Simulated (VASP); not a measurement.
Here is a VASP 6.6.1 calculation.

The input INCAR:

```
PREC = Accurate
ENCUT = 520
EDIFF = 1E-7
ISMEAR = 0
SIGMA = 0.01
LREAL = F
LASPH = T
NELM = 80
ALGO = Normal
ISIF = 2
LWAVE = F
LCHARG = F
GGA = PE
NBANDS = 24
```

The input KPOINTS:

```
Automatic mesh
0
Gamma
  5 5 5
```

The input POSCAR:

```
KMgF3
1.0
    3.9183293192      0.0000000000      0.0000000000
    0.0000000000      3.9183293192      0.0000000000
    0.0000000000      0.0000000000      3.9183293192
K Mg F
1 1 3
Direct
    0.5000000000      0.5000000000      0.5000000000
    0.0000000000      0.0000000000      0.0000000000
    0.5000000000      0.0000000000      0.0000000000
    0.0000000000      0.5000000000      0.0000000000
    0.0000000000      0.0000000000      0.5000000000
```

Potentials or basis: VASP PAW PBE potentials, release 64 (K_sv, Mg, F).

Command:

```sh
$ cat potpaw_PBE.64/K_sv/POTCAR potpaw_PBE.64/Mg/POTCAR potpaw_PBE.64/F/POTCAR > POTCAR
$ mpirun -np 1 vasp_std > vasp.out
```

Question: Estimate the pressure.

Answer: 8.1 GPa.

Question: Predict the band gap on the k mesh.

Answer: 7.77 eV (least direct gap 8.03 eV).

Caveat: the cell stands under pressure; an odd mesh through Γ misses points on the zone boundary, where band edges can lie. A hybrid or GW would open this gap; PBE tends to underestimate it.
